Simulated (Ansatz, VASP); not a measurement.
# Ca2MgAs2 in VASP and in Ansatz

```
CELL_PARAMETERS angstrom
3.58398 0.00000 0.00000
0.00000 3.58398 0.00000
0.00000 0.00000 10.59190
ATOMIC_POSITIONS crystal
Ca 0.00000 0.00000 0.81281
Ca 0.00000 0.00000 0.18719
Mg 0.00000 0.00000 0.50000
As 0.50000 0.50000 0.34171
As 0.50000 0.50000 0.65829
```

Alike in both runs: functional PBE; k mesh 6 × 6 × 2; occupations gaussian, width 0.1 eV; no spin polarisation.

Ansatz relaxed the structure, and its values are those at the end. VASP's run is a single point on that final structure, the one shown.

|  | VASP | Ansatz |
| --- | --- | --- |
| version | VASP 6.6.1 | Ansatz 0.2.0 |
| potentials or method | VASP PAW PBE potentials, release 64 (Ca_sv, Mg, As), cutoff 520 eV | scalar-relativistic, plane waves, PAW |
| valence electrons in the cell | 32 | 60 |

Ansatz gave:

| Quantity | Value |
| --- | --- |
| gap on the k mesh at the Fermi level (eV) | none |
| pressure (GPa) | 0.0 |
| rms of the force components (eV/Å) | 0.001 |

Q: Estimate VASP's values.

A: gap on the k mesh at the Fermi level (eV): none; pressure (GPa): 0.0; rms of the force components (eV/Å): 0.011.

A gap of «none» marks a metal or a gap that the smearing closes. VASP's potentials hold 32 valence electrons a cell and Ansatz's 60, so a difference there can come from the potentials and not from the codes.
